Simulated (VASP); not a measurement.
# KTaO3: single point with r2SCAN

Crystal: KTaO3.

```
CELL_PARAMETERS angstrom
3.83053 0.00000 0.00000
0.00000 3.83053 0.00000
0.00000 0.00000 4.05358
ATOMIC_POSITIONS crystal
K 0.00000 0.00000 0.00000
Ta 0.50000 0.50000 0.50000
O 0.50000 0.50000 0.00000
O 0.50000 0.00000 0.50000
O 0.00000 0.50000 0.50000
```

This cell differs from its parent crystal: epitaxial xy strain -4.0%.

* Program: VASP 6.6.1
* Task: single point
* Functional: r2SCAN
* Potentials or basis: VASP PAW PBE potentials, release 64 (K_sv, Ta_pv, O)
* Cutoff: 520 eV
* k mesh: 6 × 6 × 6
* Occupations: gaussian, width 0.01 eV
* Spin: no spin polarisation
* Dipole correction: no
* Further INCAR settings: ALGO = Normal; EDIFF = 1e-06; NBANDS = 27

```json
{"Pressure": "18.7 GPa", "Band gap on the k mesh": "2.68 eV (least direct gap 3.25 eV)"}
```

Stress tensor (GPa, compression positive):
```
27.59  0.00  0.00
 0.00 27.59  0.00
 0.00  0.00  0.97
```

Levels at points of the mesh, in eV from the valence-band top:
| k point | band 16 | band 17 | band 18 | band 19 | band 20 | band 21 | band 22 | band 23 |
| --- | --- | --- | --- | --- | --- | --- | --- | --- |
| (0.00, 0.00, 0.00) | -1.14 | -0.69 | -0.57 | -0.57 | 2.68 | 2.68 | 2.77 | 6.98 |
| (0.50, 0.00, 0.00) | -2.17 | -1.62 | -0.92 | -0.80 | 2.89 | 6.14 | 6.14 | 7.37 |
| (0.50, 0.50, 0.00) | -1.61 | -1.17 | -1.17 | -0.13 | 6.19 | 6.19 | 7.74 | 8.00 |
| (0.00, 0.00, 0.50) | -2.15 | -1.86 | -0.96 | -0.96 | 2.91 | 5.34 | 5.34 | 8.37 |
| (0.50, 0.00, 0.50) | -1.83 | -1.79 | -1.61 | -0.09 | 5.40 | 6.17 | 7.19 | 9.47 |
| (0.50, 0.50, 0.50) | -4.06 | -0.10 | 0.00 | 0.00 | 7.39 | 7.39 | 7.90 | 9.64 |

It took 86 s on 1 thread of Intel(R) Xeon(R) 6975P-C (Granite Rapids), with other jobs on the host, peak memory 0.21 GiB.

Caveat: the cell differs from its parent crystal (epitaxial xy strain -4.0%); the stress differs along the axes, from 1 to 28 GPa; the PAW data sets were made with another functional, which shifts forces and pressure a little; spin-orbit coupling is left out, which moves the levels of the heavy elements. A k mesh can miss the band edges.
